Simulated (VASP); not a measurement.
## Al: single point with BLYP

The system is Al.

```
Al
1.0
    -1.65674    1.65674    1.65674
     1.65674   -1.65674    1.65674
     1.65674    1.65674   -1.65674
Al
1
Direct
  0.00000 0.00000 0.00000
```

```
Program                : VASP 6.6.1
Task                   : single point
Functional             : BLYP
Potentials or basis    : VASP PAW PBE potentials, release 64 (Al)
Cutoff                 : 520 eV
k mesh                 : 15 × 15 × 15
Occupations            : fermi-dirac, width 0.1 eV
Spin                   : no spin polarisation
Dipole correction      : no
Further INCAR settings : ALGO = Normal; EDIFF = 1e-06; NBANDS = 8
```

| Quantity | Value |
| --- | --- |
| Pressure | 0.0 GPa |

Levels at points of the mesh, in eV from the Fermi level:
| k point | band 1 | band 2 | band 3 | band 4 | band 5 |
| --- | --- | --- | --- | --- | --- |
| (0.00, 0.00, 0.00) | -10.41 | 12.64 | 12.64 | 12.64 | 13.05 |

It took 13 s on 1 thread of AMD EPYC 9R45 96-Core Processor (Zen 5), with other jobs on the host, peak memory 0.11 GiB.

Caveat: the PAW data sets were made with another functional, which shifts forces and pressure a little.
